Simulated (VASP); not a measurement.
A run of VASP 6.6.1:

Contents of INCAR:

```
SYSTEM = CsNiN
PREC = Accurate
ENCUT = 520
EDIFF = 1E-6
ISMEAR = -1
SIGMA = 0.1
LREAL = .False.
LASPH = .True.
NELM = 150
ALGO = Normal
ISIF = 2
LWAVE = .False.
LCHARG = .False.
ISPIN = 2
MAGMOM = 0.01 0.22 0.1
LORBIT = 11
NUPDOWN = 0.4
LMAXMIX = 4
GGA = PS
NBANDS = 23
```

Contents of KPOINTS:

```
Automatic mesh
0
Gamma
  6 6 9
  0 0 0
```

The input POSCAR:

```
CsNiN
1.0
    5.5369660000      0.0000000000      0.0000000000
   -2.7684830000      4.7951532159      0.0000000000
    0.0000000000      0.0000000000      3.4466570000
Cs Ni N
1 1 1
Direct
    0.6666670000      0.3333330000      0.5000000000
    0.3333330000      0.6666670000      0.0000000000
    0.3333330000      0.6666670000      0.5000000000
```

Potentials or basis: VASP PAW PBE potentials, release 64 (Cs_sv, Ni, N).

The run is started by

```sh
$ cat potpaw_PBE.64/Cs_sv/POTCAR potpaw_PBE.64/Ni/POTCAR potpaw_PBE.64/N/POTCAR > POTCAR
$ mpirun -np 1 vasp_std > vasp.out
```

Hardware: 1 thread of Intel(R) Xeon(R) 6975P-C (Granite Rapids) (shared host).

Task: How long does it take, and how much memory?

Result: It took 100 s on 1 thread of Intel(R) Xeon(R) 6975P-C (Granite Rapids), on a shared host, peak memory 0.33 GiB. Counts: scf iterations 17, k points 35.
